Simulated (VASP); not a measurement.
Write the native input for VASP 6.6.1 that does the following.

| Quantity | Value |
| --- | --- |
| Task | single point |
| Functional | LDA |
| Potentials or basis | VASP PAW LDA potentials, release 64 (Ni, Pt) |
| Cutoff | 520 eV |
| k mesh | 11 × 11 × 8 |
| Occupations | fermi-dirac, width 0.1 eV |
| Spin | collinear spin, ferromagnetic start |
| Starting moments | [0.45, 0.23] μB |
| Fixed moment | 0.68 μB |
| Dipole correction | no |
| Further INCAR settings | ALGO = Normal; EDIFF = 1e-06; NBANDS = 21 |

The structure of NiPt lies in POSCAR:

```
NiPt
1.0
    2.7099397941      0.0000000000      0.0000000000
    0.0000000000      2.7099397941      0.0000000000
    0.0000000000      0.0000000000      3.5783200000
Ni Pt
1 1
Direct
    0.5000000000      0.5000000000      0.5000000000
    0.0000000000      0.0000000000      0.0000000000
```

These files were run (other wordings do the same):

INCAR

```
SYSTEM = NiPt
PREC = Accurate ; ENCUT = 520
EDIFF = 1E-6 ; ISMEAR = -1
SIGMA = 0.1 ; LREAL = .False.
LASPH = .True. ; NELM = 150
ALGO = Normal ; ISIF = 2
LWAVE = .False. ; LCHARG = .False.
ISPIN = 2 ; MAGMOM = 0.45 0.23
LORBIT = 11 ; NUPDOWN = 0.68
LMAXMIX = 4 ; NBANDS = 21
```

KPOINTS

```
regular mesh
0
Gamma
  11 11 8
  0 0 0
```

Potentials or basis: VASP PAW LDA potentials, release 64 (Ni, Pt).

The run is started by

```sh
$ cat potpaw_LDA.64/Ni/POTCAR potpaw_LDA.64/Pt/POTCAR > POTCAR
$ mpirun -np 1 vasp_std > vasp.out
```

Results of the run:

The pressure is -12.0 GPa. The net moment is 0.68 μB per cell and the site moments are Ni +0.47; Pt +0.21 μB. The valence electrons inside the program's atomic spheres are Ni 9.24; Pt 9.38.

Caveat: the cell stands under tension; the total moment is fixed, so each spin has its own Fermi level and the state may be an excited one.

Wall time 36 s on 1 thread of Intel(R) Xeon(R) 6975P-C (Granite Rapids) (shared host), peak memory 0.19 GiB.
